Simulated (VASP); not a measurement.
A run of VASP 6.6.1 is set up as follows.

INCAR

```
SYSTEM = PbS
ALGO = Normal
EDIFF = 1E-8
ENCUT = 520
GGA = PE
IBRION = 8
ISIF = 2
ISMEAR = -1
LASPH = .TRUE.
LCHARG = .FALSE.
LREAL = .FALSE.
LWAVE = .FALSE.
NBANDS = 17
NELM = 60
NSW = 1
PREC = Accurate
SIGMA = 0.05
```

KPOINTS

```
k-points
0
G
  5 5 5
  0 0 0
```

Contents of POSCAR:

```
PbS
1.0
    3.6536590000      0.0000000000      0.0000000000
    0.0000000000      3.6536590000      0.0000000000
    0.0000000000      0.0000000000      3.6536590000
Pb S
1 1
Direct
    0.0000000000      0.0000000000      0.0000000000
    0.5000000000      0.5000000000      0.5000000000
```

Potentials or basis: VASP PAW PBE potentials, release 64 (Pb_d, S).

The run is started by

```bash
$ cat potpaw_PBE.64/Pb_d/POTCAR potpaw_PBE.64/S/POTCAR > POTCAR
$ mpirun -np 1 vasp_std > vasp.out
```

(1) What does it give for the highest phonon frequency at Γ, LO-TO splitting left out?

(2) Predict the most unstable mode.

## Answers

(1) 0 cm⁻¹.

(2) 110i cm⁻¹.

Caveat: some modes are imaginary.
